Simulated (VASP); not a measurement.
# Ge2P (P4/mmm) in VASP: notebook

The runs below take Ge2P through relaxation of cell and atoms, single point, with PBE.

Everything below comes from runs of VASP 6.6.1. Logs are shortened: lines on timing, memory, paths and dates and some standing lists are left out, and cuts for length are marked.

### 1 The cell of the first run

The structure is tetragonal, space group P4/mmm (No. 123). The conventional cell has a = 5.142 Å, b = 5.142 Å, c = 2.459 Å, α = 90.00°, β = 90.00°, γ = 90.00°. Within 3.2 Å of Ge (site symmetry mmm) lie 2 Ge at 2.46 Å and 2 P at 2.57 Å. Within 3.2 Å of P (site symmetry 4/mmm) lie 2 P at 2.46 Å and 4 Ge at 2.57 Å.

The cell was built from a structure type or drawn by symmetry, and may not be a known phase.

### 2 Relaxation of cell and atoms, PBE

Input file INCAR:

```
PREC = Accurate
ENCUT = 600
EDIFF = 1E-6
ISMEAR = 0
SIGMA = 0.1
LREAL = F
LASPH = T
NELM = 80
ALGO = Normal
ISIF = 3
LWAVE = F
LCHARG = F
GGA = PE
IBRION = 2
NSW = 100
EDIFFG = -0.01
```

Input file KPOINTS:

```
Automatic mesh
0
Gamma
  10 10 18
```

Input file POSCAR:

```
Ge2P
1.0
    5.1416834279      0.0000000000      0.0000000000
    0.0000000000      5.1416834279      0.0000000000
    0.0000000000      0.0000000000      2.4588338499
Ge P
2 1
Direct
    0.0000000000      0.5000000000      0.0000000000
    0.5000000000      0.0000000000      0.0000000000
    0.0000000000      0.0000000000      0.0000000000
```

Potentials or basis: VASP PAW PBE potentials, release 64 (Ge_d, P).

Started as:

```
> cat potpaw_PBE.64/Ge_d/POTCAR potpaw_PBE.64/P/POTCAR > POTCAR
> mpirun -np 1 vasp_std > vasp.out
```

OUTCAR:

```text
PREC = Accurate
   ENCUT = 600
   EDIFF = 1E-6
   ISMEAR = 0
   LREAL = F
   LASPH = T
   NELM = 80
   ISIF = 3
   GGA = PE
   IBRION = 2
   NSW = 100
   EDIFFG = -0.01

 ion  position               nearest neighbor table
   1  0.000  0.500  0.000-   3 2.57   3 2.57
   2  0.500  0.000  0.000-   3 2.57   3 2.57
   3  0.000  0.000  0.000-   1 2.57   2 2.57   1 2.57   2 2.57

  LATTYP: Found a simple tetragonal cell.
 ALAT       =     5.1416834279
 C/A-ratio  =     0.4782157214

  Lattice vectors:

 A1 = (   5.1416834279,   0.0000000000,   0.0000000000)
 A2 = (   0.0000000000,   5.1416834279,   0.0000000000)
 A3 = (   0.0000000000,   0.0000000000,   2.4588338499)

Analysis of symmetry for initial positions (statically):
=====================================================================
 Subroutine PRICEL returns:
 Original cell was already a primitive cell.

 Routine SETGRP: Setting up the symmetry group for a
 simple tetragonal supercell.

 Subroutine GETGRP returns: Found 16 space group operations
 (whereof 16 operations were pure point group operations)
 out of a pool of 16 trial point group operations.

The static configuration has the point symmetry D_4h.

Analysis of symmetry for dynamics (positions and initial velocities):
=====================================================================
 Subroutine PRICEL returns:
 Original cell was already a primitive cell.

 Routine SETGRP: Setting up the symmetry group for a
 simple tetragonal supercell.

 Subroutine GETGRP returns: Found 16 space group operations
 (whereof 16 operations were pure point group operations)
 out of a pool of 16 trial point group operations.

The dynamic configuration has the point symmetry D_4h.

 Subroutine INISYM returns: Found 16 space group operations
 (whereof 16 operations are pure point group operations),
 and found     1 'primitive' translations

----------------------------------------------------------------------------------------

                                     Primitive cell

  volume of cell :      65.0040

  direct lattice vectors                    reciprocal lattice vectors
     5.141683428  0.000000000  0.000000000     0.194488831  0.000000000  0.000000000
     0.000000000  5.141683428  0.000000000     0.000000000  0.194488831  0.000000000
     0.000000000  0.000000000  2.458833850     0.000000000  0.000000000  0.406696858

  length of vectors
     5.141683428  5.141683428  2.458833850     0.194488831  0.194488831  0.406696858

  position of ions in fractional coordinates (direct lattice)
     0.000000000  0.500000000  0.000000000
     0.500000000  0.000000000  0.000000000
     0.000000000  0.000000000  0.000000000

  ion indices of the primitive-cell ions
   primitive index   ion index
                 1           1
                 2           2
                 3           3

----------------------------------------------------------------------------------------

 KPOINTS: Automatic mesh

Automatic generation of k-mesh.
 Grid dimensions read from file:
 generate k-points for:   10   10   18

 Generating k-lattice:

  Cartesian coordinates                     Fractional coordinates (reciprocal lattice)
     0.019448883  0.000000000  0.000000000     0.100000000  0.000000000  0.000000000
     0.000000000  0.019448883  0.000000000     0.000000000  0.100000000  0.000000000
     0.000000000  0.000000000  0.022594270     0.000000000  0.000000000  0.055555556

  Length of vectors
     0.019448883  0.019448883  0.022594270

  Shift w.r.t. Gamma in fractional coordinates (k-lattice)
     0.000000000  0.000000000  0.000000000

 Subroutine IBZKPT returns following result:
 ===========================================

 Found    210 irreducible k-points:

 Following reciprocal coordinates:
            Coordinates               Weight
  0.000000  0.000000  0.000000      1.000000
  0.100000  0.000000  0.000000      4.000000
  0.200000  0.000000  0.000000      4.000000
  0.300000  0.000000  0.000000      4.000000
  0.400000  0.000000  0.000000      4.000000
  0.500000  0.000000  0.000000      2.000000
[... 16 lines left out ...]
  0.100000  0.000000  0.055556      8.000000
  0.200000  0.000000  0.055556      8.000000
 [... further k-points ...]
   k-points           NKPTS =    210   k-points in BZ     NKDIM =    210   number of bands    NBANDS=     20
   number of dos      NEDOS =    301   number of ions     NIONS =      3
   total plane-waves  NPLWV =  35280
   dimension x,y,z NGX =    42 NGY =   42 NGZ =   20
   dimension x,y,z NGXF=    84 NGYF=   84 NGZF=   40
   ions per type =               2   1
   NGX,Y,Z   is equivalent  to a cutoff of  13.58, 13.58, 13.52 a.u.
   NGXF,Y,Z  is equivalent  to a cutoff of  27.16, 27.16, 27.04 a.u.
 SYSTEM =  unknown system
   PREC   = accura    normal or accurate (medium, high low for compatibility)
   ISTART =      0    job   : 0-new  1-cont  2-samecut
   ICHARG =      2    charge: 1-file 2-atom 10-const
   ISPIN  =      1    spin polarized calculation?
   LNONCOLLINEAR =      F non collinear calculations
   LSORBIT =      F    spin-orbit coupling
   LASPH  =      T    aspherical Exc in radial PAW
   ENCUT  =  600.0 eV  44.10 Ry    6.64 a.u.  10.27 10.27  4.91*2*pi/ulx,y,z
   NELM   =     80;   NELMIN=  2; NELMDL= -5     # of ELM steps
   EDIFF  = 0.1E-05   stopping-criterion for ELM
   LREAL  =      F    real-space projection
   EDIFFG = -.1E-01   stopping-criterion for IOM
   NSW    =    100    number of steps for IOM
   IBRION =      2    ionic relax: 0-MD 1-quasi-New 2-CG
   NFREE  =      1    steps in history (QN), initial steepest desc. (CG)
   ISIF   =      3    stress and relaxation
   ISYM   =      2    0-nonsym 1-usesym 2-fastsym
   POTIM  = 0.5000    time-step for ionic-motion
   TEBEG  =    0.0;   TEEND  =   0.0 temperature during run
   PSTRESS=    0.0 pullay stress
   NELECT =      33.0000    total number of electrons
   NUPDOWN=      -1.0000    fix difference up-down
   EMIN   =  10.00;   EMAX   =-10.00  energy-range for DOS
   EFERMI =   0.00;   METHOD = LEGACY
   ISMEAR =     0;   SIGMA  =   0.10  broadening in eV -4-tet -1-fermi 0-gaus
   EFERMI_NEDOS =   21; number of points for ismear=-14 and -15
   IALGO  =     38    algorithm
   IMIX   =      4    mixing-type and parameters
     AMIX     =   0.40;   BMIX     =  1.00
     AMIX_MAG =   1.60;   BMIX_MAG =  1.00
  volume/ion in A,a.u.               =      21.67       146.22
  Fermi-wavevector in a.u.,A,eV,Ry     =   1.305969  2.467924 23.205484  1.705555
  Thomas-Fermi vector in A             =   2.436802
   LORBIT       =      0    0 simple, 1 ext, 2 COOP (PROOUT), +10 PAW based schemes
   GGA     = PE    functional components
   LHFCALC =     F    Hartree Fock is set to
   AEXX    =    0.0000 exact exchange contribution
   IVDW    =     0    specifies the selected vdW correction
   LEPSILON=     F    determine dielectric tensor
   LRPA    =     F    only Hartree local field effects (RPA)
 conjugate gradient relaxation of ions
 non-spin polarized calculation
 Gauss-broadening in eV      SIGMA  =   0.10
  energy-cutoff  :      600.00
  volume of cell :       65.00
 maximum number of plane-waves:      2200
 NGX is ok and might be reduce to    42
   NGX = 21   NGY = 21   NGZ =  9

--------------------------------------- Ionic step        1  -------------------------------------------

 number of electron      33.0000025 magnetization

 Free energy of the ion-electron system (eV)
  ---------------------------------------------------
  ext. energy  EPLUGINS =         0.00000000
  ---------------------------------------------------
  free energy    TOTEN  =       -13.02193367 eV

  energy without entropy =      -13.01475418  energy(sigma->0) =      -13.01834393

------------------------ aborting loop because EDIFF is reached ----------------------------------------

  FORCE on cell =-STRESS in cart. coord.  units (eV):
  Direction    XX          YY          ZZ          XY          YZ          ZX
  --------------------------------------------------------------------------------------
  -------------------------------------------------------------------------------------
  Total       -0.2092645     -0.2092645      2.3198297      0.0000000      0.0000000      0.0000000
  in kB       -5.1578221     -5.1578221     57.1777191      0.0000000      0.0000000      0.0000000
  external PRESSURE =      15.6206916 kB  Pullay stress =       0.0000000 kB
[... 207 lines left out ...]
  energy  without entropy=      -13.0494100565  energy(sigma->0) =      -13.05371223

--------------------------------------- Ionic step        7  -------------------------------------------

 number of electron      33.0000006 magnetization

 Free energy of the ion-electron system (eV)
  ---------------------------------------------------
  ext. energy  EPLUGINS =         0.00000000
  ---------------------------------------------------
  free energy    TOTEN  =       -13.05803700 eV

  energy without entropy =      -13.04948905  energy(sigma->0) =      -13.05376302

 E-fermi :   5.0507     XC(G=0):  -9.9310

 val. band max:        5.0499820030   @ k =   0.1000   0.0000   0.1111
 cond. band min:       5.0607838456   @ k =   0.3000   0.3000   0.4444
 fundamental gap:      0.0108018426
 Fermi energy:         5.0507135358

 k-point     1 :       0.0000    0.0000    0.0000
  band No.  band energies     occupation
      1     -19.8138      2.00000
      2     -19.8064      2.00000
      3     -19.7142      2.00000
      4     -19.6999      2.00000
      5     -19.6938      2.00000
      6     -19.6725      2.00000
[... 12 lines left out ...]
     19       9.0603      0.00000
[... 513 lines left out ...]
      4     -19.6968      2.00000
      5     -19.6948      2.00000
      6     -19.6748      2.00000
[... 12 lines left out ...]
     19      10.1294      0.00000
     20      10.1624      0.00000

 [... further k-points ...]
[... 5 lines left out ...]
  --------------------------------------------------------------------------------------
  -------------------------------------------------------------------------------------
  Total        0.0020515      0.0020515      0.0055662      0.0000000     -0.0000000     -0.0000000
  in kB        0.0501256      0.0501256      0.1360053      0.0000000     -0.0000000     -0.0000000
  external PRESSURE =       0.0787521 kB  Pullay stress =       0.0000000 kB
[... 18 lines left out ...]
  FREE ENERGIE OF THE ION-ELECTRON SYSTEM (eV)
  ---------------------------------------------------
  free  energy   TOTEN  =       -13.0580369958 eV

  energy  without entropy=      -13.0494890493  energy(sigma->0) =      -13.05376302

 reached required accuracy - stopping structural energy minimisation
```

Wall time 30 min (1 thread of Intel Xeon 8259CL, shared host); peak memory 0.42 GiB.

Results:

```
Free energy                           : -13.0580 eV
Relaxed volume                        : 21.86 Å³/atom
Relaxed cell                          : a = 5.067 Å, b = 5.067 Å, c = 2.554 Å, α = 90.00°, β = 90.00°, γ = 90.00°
Space group after relaxing (to 0.1 Å) : P4/mmm (No. 123)
Energy gained by relaxing             : 12.0 meV/atom
Ionic steps                           : 7
Pressure after relaxing               : 0.0 GPa
Band gap on the k mesh                : zero (an odd number of electrons rules out a gap without spin polarisation)
```

The path:
| step | energy change (eV) | largest force (eV/Å) | pressure (GPa) | volume (Å³) |
| --- | --- | --- | --- | --- |
| 1 | 0.0000 | 0.0000 | 1.56 | 65.00 |
| 2 | -0.0308 | 0.0000 | -0.92 | 66.98 |
| 3 | -0.0314 | 0.0000 | -0.72 | 66.67 |
| 4 | -0.0350 | 0.0000 | -0.08 | 65.86 |
| 5 | -0.0355 | 0.0000 | 0.21 | 65.47 |
| 6 | -0.0361 | 0.0000 | 0.06 | 65.55 |
| 7 | -0.0361 | 0.0000 | 0.01 | 65.57 |

Final structure:
```cif
data_structure
_symmetry_space_group_name_H-M 'P 1'
_symmetry_Int_Tables_number 1
_cell_length_a 5.0669
_cell_length_b 5.0669
_cell_length_c 2.5541
_cell_angle_alpha 90.000
_cell_angle_beta 90.000
_cell_angle_gamma 90.000
_cell_volume 65.57
loop_
_atom_site_label
_atom_site_type_symbol
_atom_site_fract_x
_atom_site_fract_y
_atom_site_fract_z
_atom_site_occupancy
Ge1 Ge 0.00000 0.50000 0.00000 1
Ge2 Ge 0.50000 0.00000 0.00000 1
P1 P 0.00000 0.00000 0.00000 1
```

### 3 Single point, PBE

This run uses another cell than the first one, of 21.87 Å³/atom.

Input file INCAR:

```
ALGO = Normal
EDIFF = 1E-6
ENCUT = 520
GGA = PE
ISIF = 2
ISMEAR = 0
LASPH = True
LCHARG = False
LREAL = False
LWAVE = False
NBANDS = 24
NELM = 80
PREC = Accurate
SIGMA = 0.1
```

Input file KPOINTS:

```
k-points
0
Gamma
  4 4 4
```

Input file POSCAR:

```
Ge2P
1.0
    4.9567852845      0.0000000000      0.0000000000
    0.0000000000      4.9567852845      0.0000000000
    0.0000000000      0.0000000000      2.6708990463
Ge P
2 1
Direct
    0.0000000000      0.5000000000      0.0000000000
    0.5000000000      0.0000000000      0.0000000000
    0.0000000000      0.0000000000      0.0000000000
```

Potentials or basis: VASP PAW PBE potentials, release 64 (Ge_d, P).

Started as:

```
> cat potpaw_PBE.64/Ge_d/POTCAR potpaw_PBE.64/P/POTCAR > POTCAR
> mpirun -np 1 vasp_std > vasp.out
```

It took 39 s on 1 thread of Intel Xeon 8259CL, shared host; peak memory 0.18 GiB.

The run converged. Its results:

- Free energy: -13.1470 eV
- Pressure: -0.1 GPa
- Band gap on the k mesh: zero (an odd number of electrons rules out a gap without spin polarisation)

Stress tensor (GPa, compression positive):
```
-0.22  0.00  0.00
 0.00 -0.22  0.00
 0.00  0.00  0.08
```

Levels at points of the mesh, in eV from the Fermi level:
| k point | band 14 | band 15 | band 16 | band 17 | band 18 | band 19 |
| --- | --- | --- | --- | --- | --- | --- |
| (0.00, 0.00, 0.00) | -6.05 | -6.05 | 0.20 | 0.20 | 4.02 | 4.22 |
| (0.50, 0.00, 0.00) | -5.74 | -1.48 | -1.42 | 0.21 | 0.92 | 4.83 |
| (0.50, 0.50, 0.00) | -3.95 | 0.12 | 0.12 | 0.23 | 1.81 | 2.43 |
| (0.00, 0.00, 0.50) | -3.46 | -3.46 | -2.86 | -2.37 | -1.15 | 3.36 |
| (0.50, 0.00, 0.50) | -3.73 | -3.59 | -3.23 | -1.56 | 1.86 | 2.26 |
| (0.50, 0.50, 0.50) | -4.78 | -3.48 | -3.48 | -0.39 | 2.86 | 3.03 |

Caveat: the k points lie up to 0.59 Å⁻¹ apart, too coarse for converged energies and pressures of a metal.

### 4 Single point, PBE

This run uses another cell than the first one, of 23.14 Å³/atom.

Input file INCAR:

```
SYSTEM = Ge2P
PREC     = Accurate       ! precision mode
ENCUT    = 520            ! plane-wave cutoff, eV
EDIFF    = 1E-7           ! SCF threshold, eV
ISMEAR   = 0              ! smearing method
SIGMA    = 0.1            ! smearing width, eV
LREAL    = .FALSE.        ! projectors in reciprocal space
LASPH    = .TRUE.         ! aspherical terms in the spheres
NELM     = 100            ! most SCF steps
ALGO     = Normal         ! electronic algorithm
ISIF     = 2              ! what is computed and relaxed
LWAVE    = .FALSE.        ! write WAVECAR
LCHARG   = .FALSE.        ! write CHGCAR
GGA      = PE             ! functional
NBANDS   = 24             ! bands
```

Input file KPOINTS:

```
regular mesh
0
G
  4 4 4
  0 0 0
```

Input file POSCAR:

```
Ge2P
1.0
    4.2989343800      0.0000000000      0.0000000000
    0.0000000000      4.2989343800      0.0000000000
    0.0000000000      0.0000000000      3.7564702300
Ge P
2 1
Direct
    0.0000000000      0.5000000000      0.0000000000
    0.5000000000      0.0000000000      0.0000000000
    0.0000000000      0.0000000000      0.0000000000
```

Started as:

```
> cat potpaw_PBE.64/Ge_d/POTCAR potpaw_PBE.64/P/POTCAR > POTCAR
> mpirun -np 1 vasp_std > vasp.out
```

Wall time 48 s (1 thread of Intel Xeon 8259CL, shared host); peak memory 0.18 GiB.

The run converged. Its results:

| Property | Result |
| --- | --- |
| Free energy | -10.5763 eV |
| Pressure | 19.5 GPa |
| Band gap on the k mesh | zero (an odd number of electrons rules out a gap without spin polarisation) |

Stress tensor (GPa, compression positive):
```
30.64  0.00  0.00
 0.00 30.64  0.00
 0.00  0.00 -2.67
```

Levels at points of the mesh, in eV from the Fermi level:
```
           k point  band 13  band 14  band 15  band 16  band 17  band 18  band 19  band 20
(0.00, 0.00, 0.00)    -6.31    -6.28    -3.59    -2.54     2.70     2.70     3.31     4.36
(0.50, 0.00, 0.00)    -5.79    -4.68    -1.69    -0.33     0.51     1.55     3.15     4.21
(0.50, 0.50, 0.00)    -9.92    -4.09    -0.66     1.85     1.85     2.51     3.70     3.70
(0.00, 0.00, 0.50)    -6.04    -5.71    -5.38    -2.86     1.25     2.43     3.22     3.22
(0.50, 0.00, 0.50)    -5.54    -4.30    -4.12    -1.95     0.19     1.27     2.47     4.11
(0.50, 0.50, 0.50)    -9.45    -3.42    -2.97    -1.41    -1.41     2.73     3.59     4.61
```

Caveat: the k points lie up to 0.42 Å⁻¹ apart, too coarse for converged energies and pressures of a metal.

### 5 The runs side by side

```csv
task,cell,k mesh,cutoff (eV),gap on the mesh (eV),pressure (GPa)
relaxation of cell and atoms,"relaxed from a = 5.142, b = 5.142, c = 2.459 Å, 3 atoms",10 × 10 × 18,600,none,0.0
single point,"a = 4.957, b = 4.957, c = 2.671 Å, 3 atoms",4 × 4 × 4,520,none,-0.1
single point,"a = 4.299, b = 4.299, c = 3.756 Å, 3 atoms",4 × 4 × 4,520,none,19.5
```

Alike in all rows: level PBE; potentials or basis VASP PAW PBE potentials, release 64 (Ge_d, P); no spin polarisation; smearing gaussian 0.1 eV.

Caveats: some runs use coarse meshes.

Total energies depend on the potentials used, so only differences within one code and one set of settings carry meaning.
